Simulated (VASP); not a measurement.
BP, 2 atoms in the cell. It takes space group F-43m (No. 216, cubic). The conventional cell has a = 4.536 Å, b = 4.536 Å, c = 4.536 Å, α = 90.00°, β = 90.00°, γ = 90.00°. B (site symmetry -43m) has 4 P at 1.96 Å within 2.6 Å. Within 2.6 Å of P (site symmetry -43m) lie 4 B at 1.96 Å. 

- Program: VASP 6.6.1
- Task: relaxation of the atoms
- Functional: r2SCAN
- Potentials or basis: VASP PAW PBE potentials, release 64 (B, P)
- Cutoff: 520 eV
- k mesh: 10 × 10 × 10
- Occupations: fermi-dirac, width 0.02 eV
- Spin: no spin polarisation
- Dipole correction: no
- Further INCAR settings: ALGO = Normal; EDIFF = 1e-06; IBRION = 2; EDIFFG = -0.01; NSW = 50

Potentials or basis: VASP PAW PBE potentials, release 64 (B, P).

Run with:

```sh
$ cat potpaw_PBE.64/B/POTCAR potpaw_PBE.64/P/POTCAR > POTCAR
$ cp INCAR.step1 INCAR
$ mpirun -np 1 vasp_std > vasp.out
$ cp INCAR.step2 INCAR
$ mpirun -np 1 vasp_std > vasp.out
```

Hardware: 1 thread of Intel(R) Xeon(R) 6975P-C (Granite Rapids), on a shared host.

Task: Estimate the wall time of this run.

Result: It took 11 s on 1 thread of Intel(R) Xeon(R) 6975P-C (Granite Rapids), on a shared host, peak memory 0.13 GiB. Counts: k points 47, ion steps 1.
